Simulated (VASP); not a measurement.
# Li2EuIr2 (I4/mmm) in VASP: single point with r2SCAN

Aim: the single point of Li2EuIr2 with r2SCAN.

Everything below comes from runs of VASP 6.6.1. Logs are shortened: lines on timing, memory, paths and dates and some standing lists are left out, and cuts for length are marked.

## (1) The cell of the first run

Symmetry: I4/mmm, No. 139, tetragonal system. The conventional cell has a = 3.925 Å, b = 3.925 Å, c = 9.738 Å, α = 90.00°, β = 90.00°, γ = 90.00°. Eu (site symmetry 4/mmm) has 10 Li at 3.03 to 3.64 Å and 8 Ir at 3.13 Å and 4 Eu at 3.93 Å within 4.0 Å. Li (site symmetry 4mm) has 4 Ir at 2.30 Å and 1 Li at 2.46 Å and 4 Eu at 3.03 Å within 3.1 Å. Within 3.0 Å of Ir (site symmetry -4m2) lie 4 Li at 2.30 Å and 4 Ir at 2.78 Å.

## (2) Single point, r2SCAN

The input, POSCAR:

```
Li2EuIr2
1.0
    0.0000000000      3.9250472300      0.0000000000
    3.9250472300      0.0000000000      0.0000000000
    1.9625231200      1.9625231200     -4.8692161400
Eu Li Ir
1 2 2
Direct
    0.0000000000      0.0000000000      0.0000000000
    0.3739000000      0.3739000000      0.2522000000
    0.6261000000      0.6261000000      0.7478000000
    0.7500000000      0.2500000000      0.5000000000
    0.2500000000      0.7500000000      0.5000000000
```

The input, INCAR.step1:

```
SYSTEM = Li2EuIr2
  PREC = Accurate
  ENCUT = 520
  ISMEAR = -5
  SIGMA = 0.1
  LREAL = .FALSE.
  LASPH = .TRUE.
  NELM = 100
  LMAXMIX = 6
  NBANDS = 28
  GGA = PE
  ALGO = Normal
  EDIFF = 1E-4
  LWAVE = .TRUE.
  LCHARG = .FALSE.
```

The input, INCAR.step2:

```
SYSTEM = Li2EuIr2
  PREC = Accurate
  ENCUT = 520
  EDIFF = 1E-6
  ISMEAR = -1
  SIGMA = 0.1
  LREAL = .FALSE.
  LASPH = .TRUE.
  NELM = 100
  ALGO = Normal
  ISIF = 2
  LWAVE = .FALSE.
  LCHARG = .FALSE.
  LMAXMIX = 6
  METAGGA = R2SCAN
  LMIXTAU = .TRUE.
  LORBIT = 11
  NBANDS = 28
  ISTART = 1
```

The input, KPOINTS:

```
regular mesh
0
G
  6 6 6
  0 0 0
```

Potentials or basis: VASP PAW PBE potentials, release 64 (Eu, Li_sv, Ir).

Started as:

```console
$ cat potpaw_PBE.64/Eu/POTCAR potpaw_PBE.64/Li_sv/POTCAR potpaw_PBE.64/Ir/POTCAR > POTCAR
$ cp INCAR.step1 INCAR
$ mpirun -np 1 vasp_std > vasp.out
$ cp INCAR.step2 INCAR
$ mpirun -np 1 vasp_std > vasp.out
```

OUTCAR:

```text
SYSTEM = Li2EuIr2
   PREC = Accurate
   ENCUT = 520
   EDIFF = 1E-6
   ISMEAR = -1
   LREAL = .FALSE.
   LASPH = .TRUE.
   NELM = 100
   ISIF = 2
   METAGGA = R2SCAN
   LORBIT = 11
   ISTART = 1

 ion  position               nearest neighbor table
   1  0.000  0.000  0.000-   2 3.03   3 3.03   3 3.03   3 3.03   2 3.03   2 3.03   3 3.03   2 3.03
                             5 3.13   4 3.13   5 3.13   4 3.13   4 3.13   5 3.13   5 3.13   4 3.13
   2  0.374  0.374  0.252-   4 2.30   5 2.30   5 2.30   4 2.30   3 2.46   1 3.03   1 3.03   1 3.03
                             1 3.03
   3  0.626  0.626  0.748-   4 2.30   5 2.30   5 2.30   4 2.30   2 2.46   1 3.03   1 3.03   1 3.03
                             1 3.03
   4  0.750  0.250  0.500-   2 2.30   3 2.30   2 2.30   3 2.30   5 2.78   5 2.78   5 2.78   5 2.78
                             1 3.13   1 3.13   1 3.13   1 3.13
   5  0.250  0.750  0.500-   2 2.30   3 2.30   2 2.30   3 2.30   4 2.78   4 2.78   4 2.78   4 2.78
                             1 3.13   1 3.13   1 3.13   1 3.13

  LATTYP: Found a body centered tetragonal cell.
 ALAT       =     3.9250472300
 C/A-ratio  =     2.4810993879

  Lattice vectors:

 A1 = (  -1.9625231200,   1.9625241100,   4.8692161400)
 A2 = (   1.9625241100,  -1.9625231200,   4.8692161400)
 A3 = (   1.9625231200,   1.9625231200,  -4.8692161400)

Analysis of symmetry for initial positions (statically):
=====================================================================
 Subroutine PRICEL returns:
 Original cell was already a primitive cell.

 Routine SETGRP: Setting up the symmetry group for a
 body centered tetragonal supercell.

 Subroutine GETGRP returns: Found 16 space group operations
 (whereof 16 operations were pure point group operations)
 out of a pool of 16 trial point group operations.

The static configuration has the point symmetry D_4h.

Analysis of symmetry for dynamics (positions and initial velocities):
=====================================================================
 Subroutine PRICEL returns:
 Original cell was already a primitive cell.

 Routine SETGRP: Setting up the symmetry group for a
 body centered tetragonal supercell.

 Subroutine GETGRP returns: Found 16 space group operations
 (whereof 16 operations were pure point group operations)
 out of a pool of 16 trial point group operations.

The dynamic configuration has the point symmetry D_4h.

 Subroutine INISYM returns: Found 16 space group operations
 (whereof 16 operations are pure point group operations),
 and found     1 'primitive' translations

----------------------------------------------------------------------------------------

                                     Primitive cell

  volume of cell :      75.0151

  direct lattice vectors                    reciprocal lattice vectors
     0.000000000  3.925047230  0.000000000     0.000000000  0.254774004  0.102685907
     3.925047230  0.000000000  0.000000000     0.254774004  0.000000000  0.102685907
     1.962523120  1.962523120 -4.869216140     0.000000000  0.000000000 -0.205371865

  length of vectors
     3.925047230  3.925047230  5.604664112     0.274689258  0.274689258  0.205371865

  position of ions in fractional coordinates (direct lattice)
     0.000000000  0.000000000  0.000000000
     0.373900000  0.373900000  0.252200000
     0.626100000  0.626100000  0.747800000
     0.750000000  0.250000000  0.500000000
     0.250000000  0.750000000  0.500000000

  ion indices of the primitive-cell ions
   primitive index   ion index
                 1           1
                 2           2
                 3           3
                 4           4
                 5           5

----------------------------------------------------------------------------------------

 KPOINTS: regular mesh

Automatic generation of k-mesh.
 Grid dimensions read from file:
 generate k-points for:    6    6    6

 Generating k-lattice:

  Cartesian coordinates                     Fractional coordinates (reciprocal lattice)
     0.000000000  0.042462334  0.017114318     0.166666667  0.000000000  0.000000000
     0.042462334  0.000000000  0.017114318     0.000000000  0.166666667  0.000000000
     0.000000000  0.000000000 -0.034228644     0.000000000  0.000000000  0.166666667

  Length of vectors
     0.045781543  0.045781543  0.034228644

  Shift w.r.t. Gamma in fractional coordinates (k-lattice)
     0.000000000  0.000000000  0.000000000

 Subroutine IBZKPT returns following result:
 ===========================================

 Found     30 irreducible k-points:

 Following reciprocal coordinates:
            Coordinates               Weight
  0.000000  0.000000  0.000000      1.000000
  0.166667  0.000000  0.000000      8.000000
  0.333333  0.000000  0.000000      8.000000
  0.500000  0.000000 -0.000000      4.000000
  0.166667  0.166667  0.000000      8.000000
  0.333333  0.166667  0.000000     16.000000
[... 16 lines left out ...]
 -0.333333 -0.333333  0.166667      4.000000
 -0.166667 -0.333333  0.166667     16.000000
 [... further k-points ...]
   k-points           NKPTS =     30   k-points in BZ     NKDIM =     30   number of bands    NBANDS=     28
   number of dos      NEDOS =    301   number of ions     NIONS =      5
   total plane-waves  NPLWV =  37800
   dimension x,y,z NGX =    30 NGY =   30 NGZ =   42
   dimension x,y,z NGXF=    60 NGYF=   60 NGZF=   84
   ions per type =               1   2   2
   NGX,Y,Z   is equivalent  to a cutoff of  12.71, 12.71, 12.46 a.u.
   NGXF,Y,Z  is equivalent  to a cutoff of  25.41, 25.41, 24.92 a.u.
 SYSTEM =  Li2EuIr2
   PREC   = accura    normal or accurate (medium, high low for compatibility)
   ISTART =      1    job   : 0-new  1-cont  2-samecut
   ICHARG =      0    charge: 1-file 2-atom 10-const
   ISPIN  =      1    spin polarized calculation?
   LNONCOLLINEAR =      F non collinear calculations
   LSORBIT =      F    spin-orbit coupling
   LASPH  =      T    aspherical Exc in radial PAW
   ENCUT  =  520.0 eV  38.22 Ry    6.18 a.u.   7.30  7.30 10.42*2*pi/ulx,y,z
   NELM   =    100;   NELMIN=  2; NELMDL=  0     # of ELM steps
   EDIFF  = 0.1E-05   stopping-criterion for ELM
   LREAL  =      F    real-space projection
   EDIFFG = 0.1E-04   stopping-criterion for IOM
   NSW    =      0    number of steps for IOM
   IBRION =     -1    ionic relax: 0-MD 1-quasi-New 2-CG
   NFREE  =      0    steps in history (QN), initial steepest desc. (CG)
   ISIF   =      2    stress and relaxation
   ISYM   =      2    0-nonsym 1-usesym 2-fastsym
   POTIM  = 0.5000    time-step for ionic-motion
   TEBEG  =    0.0;   TEEND  =   0.0 temperature during run
   PSTRESS=    0.0 pullay stress
   NELECT =      41.0000    total number of electrons
   NUPDOWN=      -1.0000    fix difference up-down
   EMIN   =  10.00;   EMAX   =-10.00  energy-range for DOS
   EFERMI =   0.00;   METHOD = LEGACY
   ISMEAR =    -1;   SIGMA  =   0.10  broadening in eV -4-tet -1-fermi 0-gaus
   EFERMI_NEDOS =   21; number of points for ismear=-14 and -15
   IALGO  =     38    algorithm
   IMIX   =      4    mixing-type and parameters
     AMIX     =   0.40;   BMIX     =  1.00
     AMIX_MAG =   1.60;   BMIX_MAG =  1.00
  volume/ion in A,a.u.               =      15.00       101.25
  Fermi-wavevector in a.u.,A,eV,Ry     =   1.338505  2.529407 24.376121  1.791594
  Thomas-Fermi vector in A             =   2.466970
   LORBIT       =     11    0 simple, 1 ext, 2 COOP (PROOUT), +10 PAW based schemes
   METAGGA = R2SCAN    functional components
   LHFCALC =     F    Hartree Fock is set to
   AEXX    =    0.0000 exact exchange contribution
   IVDW    =     0    specifies the selected vdW correction
   LEPSILON=     F    determine dielectric tensor
   LRPA    =     F    only Hartree local field effects (RPA)
 non-spin polarized calculation
  energy-cutoff  :      520.00
  volume of cell :       75.02
 maximum number of plane-waves:      2067
 NGX is ok and might be reduce to    30

 number of electron      41.0000010 magnetization

 Free energy of the ion-electron system (eV)
  ---------------------------------------------------
  ext. energy  EPLUGINS =         0.00000000
  ---------------------------------------------------
  free energy    TOTEN  =      -141.75647278 eV

  energy without entropy =     -141.56753090  energy(sigma->0) =     -141.66200184

 E-fermi :   5.6066     XC(G=0): -12.4276

 val. band max:        5.5830533138   @ k =   0.3333   0.1667   0.0000
 cond. band min:       5.6073583874   @ k =   0.5000   0.5000   0.1667
 fundamental gap:      0.0243050737
 Fermi energy:         5.6065675075

 k-point     1 :       0.0000    0.0000    0.0000
  band No.  band energies     occupation
      1     -41.0421      2.00000
      2     -41.0047      2.00000
      3     -36.6400      2.00000
      4     -14.9585      2.00000
      5     -14.9585      2.00000
      6     -14.9416      2.00000
[... 20 lines left out ...]
     27       7.0259      0.00000
     28       8.0523      0.00000

 k-point     2 :       0.1667    0.0000    0.0000
  band No.  band energies     occupation
      1     -41.0409      2.00000
      2     -41.0047      2.00000
      3     -36.6372      2.00000
      4     -15.0222      2.00000
      5     -14.9509      2.00000
      6     -14.9407      2.00000
[... 674 lines left out ...]
 k-point    24 :      -0.1667   -0.3333    0.1667
  band No.  band energies     occupation
      1     -41.0368      2.00000
      2     -41.0057      2.00000
      3     -36.6284      2.00000
      4     -15.1378      2.00000
      5     -14.9980      2.00000
      6     -14.9473      2.00000
[... 20 lines left out ...]
     27       8.1578      0.00000
     28       8.7440      0.00000

 [... further k-points ...]

------------------------ aborting loop because EDIFF is reached ----------------------------------------

  FORCE on cell =-STRESS in cart. coord.  units (eV):
  Direction    XX          YY          ZZ          XY          YZ          ZX
  --------------------------------------------------------------------------------------
  -------------------------------------------------------------------------------------
  Total        7.7377118      7.7377118      0.7917501      0.0000000      0.0000001      0.0000001
  in kB      165.2624960    165.2624960     16.9102447      0.0000000      0.0000017      0.0000017
  external PRESSURE =     115.8117455 kB  Pullay stress =       0.0000000 kB

 VOLUME and BASIS-vectors are now :
 -----------------------------------------------------------------------------
  energy-cutoff  :      520.00
  volume of cell :       75.02
      direct lattice vectors                 reciprocal lattice vectors
     0.000000000  3.925047230  0.000000000     0.000000000  0.254774004  0.102685907
     3.925047230  0.000000000  0.000000000     0.254774004  0.000000000  0.102685907
     1.962523120  1.962523120 -4.869216140     0.000000000  0.000000000 -0.205371865

 POSITION                                       TOTAL-FORCE (eV/Angst)
 -----------------------------------------------------------------------------------
      0.00000      0.00000      0.00000        -0.000000     -0.000000      0.000000
      1.96252      1.96252     -1.22802         0.000000      0.000000      0.819946
      3.92505      3.92505     -3.64120        -0.000000     -0.000000     -0.819946
      1.96252      3.92505     -2.43461         0.000000     -0.000000      0.000000
      3.92505      1.96252     -2.43461        -0.000000      0.000000     -0.000000
 -----------------------------------------------------------------------------------
    total drift:                                0.000000     -0.000000     -0.000000

  FREE ENERGIE OF THE ION-ELECTRON SYSTEM (eV)
  ---------------------------------------------------
  free  energy   TOTEN  =      -141.7564727805 eV

  energy  without entropy=     -141.5675309041  energy(sigma->0) =     -141.66200184

 total charge

# of ion       s       p       d       f       tot
--------------------------------------------------
    1        2.067   5.658   0.547   6.240  14.512
    2        2.074   0.086   0.000   0.000   2.160
    3        2.074   0.086   0.000   0.000   2.160
    4        0.776   0.442   7.195   0.000   8.413
    5        0.776   0.442   7.195   0.000   8.413
--------------------------------------------------
tot          7.768   6.714  14.937   6.240  35.658
```

Run time: 11 min. Hardware: 1 thread of Intel Xeon Platinum 8375C at 2.90GHz (Ice Lake), shared host; peak memory 0.26 GiB.

What came out:

| Item | Value |
| --- | --- |
| Free energy | -141.7565 eV |
| Largest force | 0.820 eV/Å |
| Band gap on the k mesh | zero (an odd number of electrons rules out a gap without spin polarisation) |
| Valence electrons inside the program's atomic spheres | Eu 14.51; Li 2.16; Ir 8.41 |

Forces in eV/Å, atoms in the order of the input:
```
Eu   0.000  0.000  0.000
Li   0.000  0.000  0.820
Li   0.000  0.000 -0.820
Ir   0.000  0.000  0.000
Ir   0.000  0.000  0.000
```

Caveat: the cutoff is under 1.25 times the usual one of these potentials, so pressure, stress and relaxed cells hold a basis-set (Pulay) error; the PAW data sets were made with another functional, which shifts forces and pressure a little; spin-orbit coupling is left out, which moves the levels of the heavy elements; semilocal functionals describe open f shells poorly, which spoils levels, moments and volumes. Spin polarisation is off, so any magnetic state and its effect on volume and gap are missing.
